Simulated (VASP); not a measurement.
Wanted: the native input for a VASP 6.6.1 run.

```yaml
Task: single point
Functional: PBEsol
Potentials_or_basis: VASP PAW PBE potentials, release 64 (Ti_sv, H)
Cutoff: 520 eV
k_mesh: 18 × 18 × 18
Occupations: gaussian, width 0.1 eV
Spin: no spin polarisation
Dipole_correction: no
Further_INCAR_settings: ALGO = Normal; EDIFF = 1e-07; NBANDS = 14
```

The structure of TiH2 lies in POSCAR:

```
TiH2
1.0
   -1.5881094518      1.5881094518      2.0697606227
    1.5881094518     -1.5881094518      2.0697606227
    1.5881094518      1.5881094518     -2.0697606227
Ti H
1 2
Direct
    0.0000000000      0.0000000000      0.0000000000
    0.2500000000      0.7500000000      0.5000000000
    0.7500000000      0.2500000000      0.5000000000
```

These files were run (other wordings do the same):

INCAR

```
PREC = Accurate
ENCUT = 520
EDIFF = 1E-7
ISMEAR = 0
SIGMA = 0.1
LREAL = F
LASPH = T
NELM = 100
ALGO = Normal
ISIF = 2
LWAVE = F
LCHARG = T
GGA = PS
LELF = T
LVHAR = T
NBANDS = 14
```

KPOINTS

```
Automatic mesh
0
Gamma
  18 18 18
```

Potentials or basis: VASP PAW PBE potentials, release 64 (Ti_sv, H).

Launch:

```sh
$ cat potpaw_PBE.64/Ti_sv/POTCAR potpaw_PBE.64/H/POTCAR > POTCAR
$ mpirun -np 1 vasp_std > vasp.out
```

It gave:

```yaml
Pressure: 0.0 GPa
Band_gap_on_the_k_mesh: zero (band 7 reaches 8.36 eV, above the bottom of band 8 at 7.66 eV)
```

Caveat: the PAW data sets were made with another functional, which shifts forces and pressure a little.

Wall time 80 s on 1 thread of Intel(R) Xeon(R) Platinum 8259CL CPU @ 2.50GHz (Skylake/Cascade Lake), on a shared host, peak memory 0.26 GiB.
